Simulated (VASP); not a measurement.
# RbCl (Fm-3m) in VASP: notebook

Aim: see how the results for RbCl move with the level of theory and the settings. Levels: PBE, PBE+D3(BJ). Tasks: single point.

Program: VASP 6.6.1. These are calculated values, not measurements. Logs are shortened: lines on timing, memory, paths and dates and some standing lists are left out, and cuts for length are marked.

### Step 1. The cell of the first run

It takes space group Fm-3m (No. 225, cubic). The conventional cell has a = 6.611 Å, b = 6.611 Å, c = 6.611 Å, α = 90.00°, β = 90.00°, γ = 90.00°. Within 4.3 Å of Rb (site symmetry m-3m) lie 6 Cl at 3.31 Å. Cl (site symmetry m-3m) has 6 Rb at 3.31 Å within 4.3 Å.

### Step 2. Single point, PBE

INCAR reads:

```
SYSTEM = RbCl
PREC     = Accurate       ! precision mode
ENCUT    = 500            ! plane-wave cutoff, eV
EDIFF    = 1E-6           ! SCF threshold, eV
ISMEAR   = 0              ! smearing method
SIGMA    = 0.01           ! smearing width, eV
LREAL    = .FALSE.        ! projectors in reciprocal space
LASPH    = .TRUE.         ! aspherical terms in the spheres
NELM     = 120            ! most SCF steps
ALGO     = Normal         ! electronic algorithm
ISIF     = 2              ! what is computed and relaxed
LWAVE    = .FALSE.        ! write WAVECAR
LCHARG   = .TRUE.         ! write CHGCAR
GGA      = PE             ! functional
LELF     = .TRUE.         ! ELF
LVHAR    = .TRUE.       
NBANDS   = 15             ! bands
GGA_COMPAT= .FALSE.
```

KPOINTS reads:

```
regular mesh
0
G
  2 2 2
  0 0 0
```

POSCAR reads:

```
RbCl
1.0
    0.0000000000      3.3057264435      3.3057264435
    3.3057264435      0.0000000000      3.3057264435
    3.3057264435      3.3057264435      0.0000000000
Rb Cl
1 1
Direct
    0.0000000000      0.0000000000      0.0000000000
    0.5000000000      0.5000000000      0.5000000000
```

Potentials or basis: VASP PAW PBE potentials, release 64 (Rb_sv, Cl).

Started as:

```bash
> cat potpaw_PBE.64/Rb_sv/POTCAR potpaw_PBE.64/Cl/POTCAR > POTCAR
> mpirun -np 1 vasp_std > vasp.out
```

OUTCAR:

```text
SYSTEM = RbCl
   PREC = Accurate
   ENCUT = 500
   EDIFF = 1E-6
   ISMEAR = 0
   LREAL = .FALSE.
   LASPH = .TRUE.
   NELM = 120
   ISIF = 2
   GGA = PE

 ion  position               nearest neighbor table
   1  0.000  0.000  0.000-   2 3.31   2 3.31   2 3.31   2 3.31   2 3.31   2 3.31
   2  0.500  0.500  0.500-   1 3.31   1 3.31   1 3.31   1 3.31   1 3.31   1 3.31

  LATTYP: Found a face centered cubic cell.
 ALAT       =     6.6114528870

  Lattice vectors:

 A1 = (   0.0000000000,   3.3057264435,   3.3057264435)
 A2 = (   3.3057264435,   0.0000000000,   3.3057264435)
 A3 = (   3.3057264435,   3.3057264435,   0.0000000000)

Analysis of symmetry for initial positions (statically):
=====================================================================
 Subroutine PRICEL returns:
 Original cell was already a primitive cell.

 Routine SETGRP: Setting up the symmetry group for a
 face centered cubic supercell.

 Subroutine GETGRP returns: Found 48 space group operations
 (whereof 48 operations were pure point group operations)
 out of a pool of 48 trial point group operations.

The static configuration has the point symmetry O_h .

Analysis of symmetry for dynamics (positions and initial velocities):
=====================================================================
 Subroutine PRICEL returns:
 Original cell was already a primitive cell.

 Routine SETGRP: Setting up the symmetry group for a
 face centered cubic supercell.

 Subroutine GETGRP returns: Found 48 space group operations
 (whereof 48 operations were pure point group operations)
 out of a pool of 48 trial point group operations.

The dynamic configuration has the point symmetry O_h .

 Subroutine INISYM returns: Found 48 space group operations
 (whereof 48 operations are pure point group operations),
 and found     1 'primitive' translations

----------------------------------------------------------------------------------------

                                     Primitive cell

  volume of cell :      72.2488

  direct lattice vectors                    reciprocal lattice vectors
     0.000000000  3.305726443  3.305726443    -0.151252685  0.151252685  0.151252685
     3.305726443  0.000000000  3.305726443     0.151252685 -0.151252685  0.151252685
     3.305726443  3.305726443  0.000000000     0.151252685  0.151252685 -0.151252685

  length of vectors
     4.675003170  4.675003170  4.675003170     0.261977335  0.261977335  0.261977335

  position of ions in fractional coordinates (direct lattice)
     0.000000000  0.000000000  0.000000000
     0.500000000  0.500000000  0.500000000

  ion indices of the primitive-cell ions
   primitive index   ion index
                 1           1
                 2           2

----------------------------------------------------------------------------------------

 KPOINTS: regular mesh

Automatic generation of k-mesh.
 Grid dimensions read from file:
 generate k-points for:    2    2    2

 Generating k-lattice:

  Cartesian coordinates                     Fractional coordinates (reciprocal lattice)
    -0.075626342  0.075626342  0.075626342     0.500000000  0.000000000  0.000000000
     0.075626342 -0.075626342  0.075626342     0.000000000  0.500000000  0.000000000
     0.075626342  0.075626342 -0.075626342     0.000000000  0.000000000  0.500000000

  Length of vectors
     0.130988667  0.130988667  0.130988667

  Shift w.r.t. Gamma in fractional coordinates (k-lattice)
     0.000000000  0.000000000  0.000000000

 Subroutine IBZKPT returns following result:
 ===========================================

 Found      3 irreducible k-points:

 Following reciprocal coordinates:
            Coordinates               Weight
  0.000000  0.000000  0.000000      1.000000
  0.500000  0.000000  0.000000      4.000000
  0.500000  0.500000  0.000000      3.000000
   k-points           NKPTS =      3   k-points in BZ     NKDIM =      3   number of bands    NBANDS=     15
   number of dos      NEDOS =    301   number of ions     NIONS =      2
   total plane-waves  NPLWV =  46656
   dimension x,y,z NGX =    36 NGY =   36 NGZ =   36
   dimension x,y,z NGXF=    72 NGYF=   72 NGZF=   72
   ions per type =               1   1
   NGX,Y,Z   is equivalent  to a cutoff of  12.80, 12.80, 12.80 a.u.
   NGXF,Y,Z  is equivalent  to a cutoff of  25.60, 25.60, 25.60 a.u.
 SYSTEM =  RbCl
   PREC   = accura    normal or accurate (medium, high low for compatibility)
   ISTART =      0    job   : 0-new  1-cont  2-samecut
   ICHARG =      2    charge: 1-file 2-atom 10-const
   ISPIN  =      1    spin polarized calculation?
   LNONCOLLINEAR =      F non collinear calculations
   LSORBIT =      F    spin-orbit coupling
   LASPH  =      T    aspherical Exc in radial PAW
   ENCUT  =  500.0 eV  36.75 Ry    6.06 a.u.   8.52  8.52  8.52*2*pi/ulx,y,z
   NELM   =    120;   NELMIN=  2; NELMDL= -5     # of ELM steps
   EDIFF  = 0.1E-05   stopping-criterion for ELM
   LREAL  =      F    real-space projection
   EDIFFG = 0.1E-04   stopping-criterion for IOM
   NSW    =      0    number of steps for IOM
   IBRION =     -1    ionic relax: 0-MD 1-quasi-New 2-CG
   NFREE  =      0    steps in history (QN), initial steepest desc. (CG)
   ISIF   =      2    stress and relaxation
   ISYM   =      2    0-nonsym 1-usesym 2-fastsym
   POTIM  = 0.5000    time-step for ionic-motion
   TEBEG  =    0.0;   TEEND  =   0.0 temperature during run
   PSTRESS=    0.0 pullay stress
   NELECT =      16.0000    total number of electrons
   NUPDOWN=      -1.0000    fix difference up-down
   EMIN   =  10.00;   EMAX   =-10.00  energy-range for DOS
   EFERMI =   0.00;   METHOD = LEGACY
   ISMEAR =     0;   SIGMA  =   0.01  broadening in eV -4-tet -1-fermi 0-gaus
   EFERMI_NEDOS =   21; number of points for ismear=-14 and -15
   IALGO  =     38    algorithm
   IMIX   =      4    mixing-type and parameters
     AMIX     =   0.40;   BMIX     =  1.00
     AMIX_MAG =   1.60;   BMIX_MAG =  1.00
  volume/ion in A,a.u.               =      36.12       243.78
  Fermi-wavevector in a.u.,A,eV,Ry     =   0.990462  1.871702 13.347525  0.981015
  Thomas-Fermi vector in A             =   2.122134
   LORBIT       =      0    0 simple, 1 ext, 2 COOP (PROOUT), +10 PAW based schemes
   GGA     = PE    functional components
   LHFCALC =     F    Hartree Fock is set to
   AEXX    =    0.0000 exact exchange contribution
   IVDW    =     0    specifies the selected vdW correction
   LEPSILON=     F    determine dielectric tensor
   LRPA    =     F    only Hartree local field effects (RPA)
 non-spin polarized calculation
 Gauss-broadening in eV      SIGMA  =   0.01
  energy-cutoff  :      500.00
  volume of cell :       72.25
 maximum number of plane-waves:      1850
 NGX is ok and might be reduce to    36
   NGX = 17   NGY = 17   NGZ = 17

 number of electron      16.0000002 magnetization

 Free energy of the ion-electron system (eV)
  ---------------------------------------------------
  ext. energy  EPLUGINS =         0.00000000
  ---------------------------------------------------
  free energy    TOTEN  =        -6.62830912 eV

  energy without entropy =       -6.62830912  energy(sigma->0) =       -6.62830912

 E-fermi :  -1.7529     XC(G=0):  -7.2835

 val. band max:       -1.8840060986   @ k =   0.0000   0.0000   0.0000
 cond. band min:       3.0430162615   @ k =   0.0000   0.0000   0.0000
 fundamental gap:      4.9270223601
 Fermi energy:        -1.7528591688

 k-point     1 :       0.0000    0.0000    0.0000
  band No.  band energies     occupation
      1     -25.8967      2.00000
      2     -13.8618      2.00000
      3      -9.9444      2.00000
      4      -9.9444      2.00000
      5      -9.9444      2.00000
      6      -1.8840      2.00000
      7      -1.8840      2.00000
      8      -1.8840      2.00000
      9       3.0430      0.00000
     10       6.0624      0.00000
     11       6.0624      0.00000
     12       6.0624      0.00000
     13       7.0355      0.00000
     14       7.0355      0.00000
     15      10.1613      0.00000

 k-point     2 :       0.5000    0.0000    0.0000
  band No.  band energies     occupation
      1     -25.8819      2.00000
      2     -13.9216      2.00000
      3      -9.9566      2.00000
      4      -9.9566      2.00000
      5      -9.9186      2.00000
      6      -2.7316      2.00000
      7      -2.2129      2.00000
      8      -2.2129      2.00000
      9       5.7937      0.00000
     10       6.0164      0.00000
     11       8.1754      0.00000
     12       8.1754      0.00000
     13       9.4042      0.00000
     14       9.4042      0.00000
     15       9.9960      0.00000

 k-point     3 :       0.5000    0.5000    0.0000
  band No.  band energies     occupation
      1     -25.8778      2.00000
      2     -13.8144      2.00000
      3     -10.1870      2.00000
      4     -10.0397      2.00000
      5     -10.0397      2.00000
      6      -2.2105      2.00000
      7      -1.9883      2.00000
      8      -1.9883      2.00000
      9       4.3009      0.00000
     10       6.0854      0.00000
     11       7.7349      0.00000
     12       8.1150      0.00000
     13       8.4046      0.00000
     14       9.7241      0.00000
     15       9.7241      0.00000

------------------------ aborting loop because EDIFF is reached ----------------------------------------

  FORCE on cell =-STRESS in cart. coord.  units (eV):
  Direction    XX          YY          ZZ          XY          YZ          ZX
  --------------------------------------------------------------------------------------
  -------------------------------------------------------------------------------------
  Total        0.3675682      0.3675682      0.3675682     -0.0000000     -0.0000000      0.0000000
  in kB        8.1511284      8.1511284      8.1511284     -0.0000000     -0.0000000      0.0000000
  external PRESSURE =       8.1511284 kB  Pullay stress =       0.0000000 kB

 VOLUME and BASIS-vectors are now :
 -----------------------------------------------------------------------------
  energy-cutoff  :      500.00
  volume of cell :       72.25
      direct lattice vectors                 reciprocal lattice vectors
     0.000000000  3.305726443  3.305726443    -0.151252685  0.151252685  0.151252685
     3.305726443  0.000000000  3.305726443     0.151252685 -0.151252685  0.151252685
     3.305726443  3.305726443  0.000000000     0.151252685  0.151252685 -0.151252685

 POSITION                                       TOTAL-FORCE (eV/Angst)
 -----------------------------------------------------------------------------------
      0.00000      0.00000      0.00000        -0.000000     -0.000000     -0.000000
      3.30573      3.30573      3.30573         0.000000      0.000000      0.000000
 -----------------------------------------------------------------------------------
    total drift:                                0.000000      0.000000      0.000000

  FREE ENERGIE OF THE ION-ELECTRON SYSTEM (eV)
  ---------------------------------------------------
  free  energy   TOTEN  =        -6.6283091220 eV

  energy  without entropy=       -6.6283091220  energy(sigma->0) =       -6.62830912
```

It used 6.4 s of CPU time on 1 thread of AMD EPYC 7R13 Processor (Zen 3), with other jobs on the host.

What came out:

* Free energy: -6.6283 eV
* Pressure: 0.8 GPa
* Band gap on the k mesh: 4.93 eV, direct

Caveat: the k points lie up to 0.82 Å⁻¹ apart.

### Step 3. Single point, PBE

INCAR reads:

```
SYSTEM = RbCl
PREC = Accurate ; ENCUT = 500
EDIFF = 1E-6 ; ISMEAR = -5
SIGMA = 0.1 ; LREAL = .FALSE.
LASPH = .TRUE. ; NELM = 120
ALGO = Normal ; ISIF = 2
LWAVE = .FALSE. ; LCHARG = .TRUE.
GGA = PE ; LELF = .TRUE.
LVHAR = .TRUE. ; NBANDS = 15
GGA_COMPAT = .FALSE.
```

KPOINTS reads:

```
regular mesh
0
G
  4 4 4
  0 0 0
```

POSCAR is that of step 2.

Potentials or basis: VASP PAW PBE potentials, release 64 (Rb_sv, Cl).

Started as:

```bash
> cat potpaw_PBE.64/Rb_sv/POTCAR potpaw_PBE.64/Cl/POTCAR > POTCAR
> mpirun -np 1 vasp_std > vasp.out
```

It took 15 s on 1 thread of AMD EPYC 7R13 (Zen 3), shared host; peak memory 0.17 GiB.

Results (log left out):

| Quantity | Value |
| --- | --- |
| Free energy | -6.6698 eV |
| Pressure | 0.6 GPa |
| Band gap on the k mesh | 4.95 eV, direct |

Levels at points of the mesh, in eV from the valence-band top:
```
           k point  band 5  band 6  band 7  band 8  band 9  band 10  band 11  band 12
(0.00, 0.00, 0.00)   -8.00    0.00    0.00    0.00    4.95     7.98     7.98     7.98
(0.50, 0.00, 0.00)   -7.98   -0.84   -0.33   -0.33    7.70     7.92    10.10    10.10
(0.50, 0.50, 0.00)   -8.10   -0.32   -0.10   -0.10    6.22     8.00     9.64    10.04
```

### Step 4. Single point, PBE+D3(BJ)

INCAR reads:

```
SYSTEM = RbCl
PREC = Accurate ; ENCUT = 500
EDIFF = 1E-6 ; ISMEAR = 0
SIGMA = 0.01 ; LREAL = .False.
LASPH = .True. ; NELM = 120
ALGO = Normal ; ISIF = 2
LWAVE = .False. ; LCHARG = .True.
GGA = PE ; IVDW = 12
LELF = .True. ; LVHAR = .True.
NBANDS = 15 ; GGA_COMPAT = .False.
```

KPOINTS reads:

```
Automatic mesh
0
Gamma
  4 4 4
  0 0 0
```

POSCAR is that of step 3.

Started as:

```bash
> cat potpaw_PBE.64/Rb_sv/POTCAR potpaw_PBE.64/Cl/POTCAR > POTCAR
> mpirun -np 1 vasp_std > vasp.out
```

Run time: 16 s. Hardware: 1 thread of AMD EPYC 7R13 (Zen 3), shared host; peak memory 0.17 GiB.

Results (log left out):

```
Free energy                : -7.0284 eV
Pressure                   : -0.2 GPa
Band gap on the k mesh     : 4.95 eV, direct
Dispersion energy per atom : -0.179 eV
```

Levels at points of the mesh, in eV from the valence-band top:
```csv
k point,band 6,band 7,band 8,band 9,band 10,band 11
"(0.00, 0.00, 0.00)",0.00,0.00,0.00,4.95,7.98,7.98
"(0.50, 0.00, 0.00)",-0.84,-0.33,-0.33,7.70,7.92,10.10
"(0.50, 0.50, 0.00)",-0.32,-0.10,-0.10,6.22,8.00,9.64
```

### Step 5. Summary

```csv
level,k mesh,smearing,gap on the mesh (eV),pressure (GPa)
PBE,2 × 2 × 2,gaussian 0.01 eV,4.93,0.8
PBE,4 × 4 × 4,tetrahedron,4.95,0.6
PBE+D3(BJ),4 × 4 × 4,gaussian 0.01 eV,4.95,-0.2
```

Alike in all rows: task single point; potentials or basis VASP PAW PBE potentials, release 64 (Rb_sv, Cl); no spin polarisation; cell as given; cutoff (eV) 500.

Caveats: some runs use coarse meshes.

Total energies depend on the potentials used, so only differences within one code and one set of settings carry meaning.
